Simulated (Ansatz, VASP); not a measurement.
Two plane-wave programs on Ru

Contents of INCAR:

```
PREC     = Accurate       # precision mode
ENCUT    = 500            # plane-wave cutoff, eV
EDIFF    = 1E-6           # SCF threshold, eV
ISMEAR   = 0              # smearing method
SIGMA    = 0.05           # smearing width, eV
LREAL    = False          # projectors in reciprocal space
LASPH    = True           # aspherical terms in the spheres
NELM     = 120            # most SCF steps
ALGO     = Normal         # electronic algorithm
ISIF     = 2              # what is computed and relaxed
LWAVE    = False          # write WAVECAR
LCHARG   = True           # write CHGCAR
GGA      = PE             # functional
LELF     = True           # ELF
LVHAR    = True         
NBANDS   = 13             # bands
GGA_COMPAT= False
```

File KPOINTS:

```
regular mesh
0
Gamma
  10 10 10
```

File POSCAR:

```
Ru
1.0
   -1.5537761778      1.5537761778      1.5537761778
    1.5537761778     -1.5537761778      1.5537761778
    1.5537761778      1.5537761778     -1.5537761778
Ru
1
Direct
    0.0000000000      0.0000000000      0.0000000000
```

Input for Ansatz:

```yaml
crystal:
  lattice:
    - [-1.5537761778, 1.5537761778, 1.5537761778]
    - [1.5537761778, -1.5537761778, 1.5537761778]
    - [1.5537761778, 1.5537761778, -1.5537761778]
  atoms:
    - { symbol: Ru, position: [0.0, 0.0, 0.0] }
basis:
  ecutwfc: 420
  ecutrho_ratio: 4
kpoints:
  mp_grid: { grid: [10, 10, 10] }
hamiltonian:
  xc: pbe
scf:
  occupations: { method: gaussian, width: 0.05 }
output:
  forces: true
  stress: true
  eigenvalues: true
```

Alike in both runs: task single point; functional PBE; k mesh 10 × 10 × 10; occupations gaussian, width 0.05 eV; no spin polarisation.

|  | VASP | Ansatz |
| --- | --- | --- |
| version | VASP 6.6.1 | Ansatz 0.2.0 |
| potentials or method | VASP PAW PBE potentials, release 64 (Ru_pv), cutoff 500 eV | scalar-relativistic, plane waves, PAW |
| valence electrons in the cell | 14 | 16 |

```csv
,VASP,Ansatz,Ansatz less VASP
gap on the k mesh at the Fermi level (eV),none,none,-
pressure (GPa),-13.1,-13.1,+0.01
```

A gap of «none» marks a metal or a gap that the smearing closes. The functional is the same, so the differences come from potentials, cutoffs and numerics. VASP's potentials hold 14 valence electrons a cell and Ansatz's 16, so a difference there can come from the potentials and not from the codes.
